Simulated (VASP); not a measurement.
**ScAl3: relaxation of cell and atoms with revPBE+D3(BJ)**

ScAl3:

```
Sc Al
1.0
     4.08781    0.00000    0.00000
     0.00000    4.08781    0.00000
     0.00000    0.00000    4.08781
Sc Al
1 3
Direct
  0.00000 0.00000 0.00000
  0.50000 0.00000 0.50000
  0.00000 0.50000 0.50000
  0.50000 0.50000 0.00000
```

```json
{
  "Program": "VASP 6.6.1",
  "Task": "relaxation of cell and atoms",
  "Functional": "revPBE",
  "Dispersion": "D3(BJ)",
  "Potentials or basis": "VASP PAW PBE potentials, release 64 (Sc_sv, Al)",
  "Cutoff": "600 eV",
  "k mesh": "6 × 6 × 6",
  "Occupations": "fermi-dirac, width 0.1 eV",
  "Spin": "no spin polarisation",
  "Dipole correction": "no",
  "Further INCAR settings": "ALGO = Normal; EDIFF = 1e-06; IBRION = 2; EDIFFG = -0.01; NSW = 60; ISIF = 3"
}
```

- Relaxed volume: 16.27 Å³/atom
- Relaxed cell: a = 4.023 Å, b = 4.023 Å, c = 4.023 Å, α = 90.00°, β = 90.00°, γ = 90.00°
- Space group after relaxing (to 0.05 Å): Pm-3m (No. 221)
- Energy gained by relaxing: 11.1 meV/atom
- Ionic steps: 3
- Pressure after relaxing: 0.0 GPa
- Band gap on the k mesh: zero (band 10 reaches 8.86 eV, above the bottom of band 11 at 4.77 eV)
- Dispersion energy per atom: -0.750 eV

Step by step:
| step | energy change (eV) | largest force (eV/Å) | pressure (GPa) | volume (Å³) |
| --- | --- | --- | --- | --- |
| 1 | 0.0000 | 0.0000 | -4.25 | 68.31 |
| 2 | -0.0380 | 0.0000 | 1.84 | 63.92 |
| 3 | -0.0446 | 0.0000 | 0.00 | 65.09 |

Final structure:
```
Sc Al
1.0
     4.02252    0.00000    0.00000
     0.00000    4.02252    0.00000
     0.00000    0.00000    4.02252
Sc Al
1 3
Direct
  0.00000 0.00000 0.00000
  0.50000 0.00000 0.50000
  0.00000 0.50000 0.50000
  0.50000 0.50000 0.00000
```

Levels at points of the mesh, in eV from the Fermi level:
```
           k point  band 6  band 7  band 8  band 9  band 10  band 11  band 12  band 13  band 14
(0.00, 0.00, 0.00)   -2.77   -2.77   -1.95   -1.95    -1.95     1.14     1.23     1.23     1.23
(0.50, 0.00, 0.00)   -7.60   -1.90   -1.90   -1.68     0.96     0.96     1.10     1.24     1.61
(0.50, 0.50, 0.00)   -5.81   -5.81   -4.59   -0.67    -0.67     1.10     1.34     2.11     2.56
(0.50, 0.50, 0.50)   -4.96   -4.96   -4.76   -3.13    -3.13    -3.13     0.98     2.67     2.67
```

Wall time 23 s on 1 thread of Intel(R) Xeon(R) 6975P-C (Granite Rapids), with other jobs on the host, peak memory 0.22 GiB.

Caveat: the PAW data sets were made with another functional, which shifts forces and pressure a little; pairwise dispersion overbinds metals, which lowers pressure and volume.
